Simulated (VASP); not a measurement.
TePt (zincblende type): single point with LDA

Crystal: TePt (zincblende type).

```
CELL_PARAMETERS angstrom
0.00000 2.34365 2.34365
2.34365 0.00000 2.34365
2.34365 2.34365 0.00000
ATOMIC_POSITIONS crystal
Pt 0.00000 0.00000 0.00000
Te 0.25000 0.25000 0.25000
```

This cell differs from its parent crystal: volume scaled by 0.5.

```json
{
  "Program": "VASP 6.6.1",
  "Task": "single point",
  "Functional": "LDA",
  "Potentials or basis": "VASP PAW LDA potentials, release 64 (Pt, Te)",
  "Cutoff": "520 eV",
  "k mesh": "11 × 11 × 11",
  "Occupations": "fermi-dirac, width 0.05 eV",
  "Spin": "no spin polarisation",
  "Dipole correction": "no",
  "Further INCAR settings": "ALGO = Normal; EDIFF = 1e-06; NBANDS = 15"
}
```

```yaml
Pressure: 391.7 GPa
Band_gap_on_the_k_mesh: zero (band 8 reaches 25.17 eV, above the bottom of band 9 at 16.43 eV)
```

Levels at points of the mesh, in eV from the Fermi level:
| k point | band 6 | band 7 | band 8 | band 9 | band 10 | band 11 |
| --- | --- | --- | --- | --- | --- | --- |
| (0.00, 0.00, 0.00) | -7.73 | 3.88 | 4.93 | 4.93 | 4.93 | 8.94 |

Wall time 23 s on 1 thread of AMD EPYC 9R45 (Zen 5) (shared host), peak memory 0.12 GiB.

Caveat: spin-orbit coupling is left out, which moves the levels of the heavy elements.
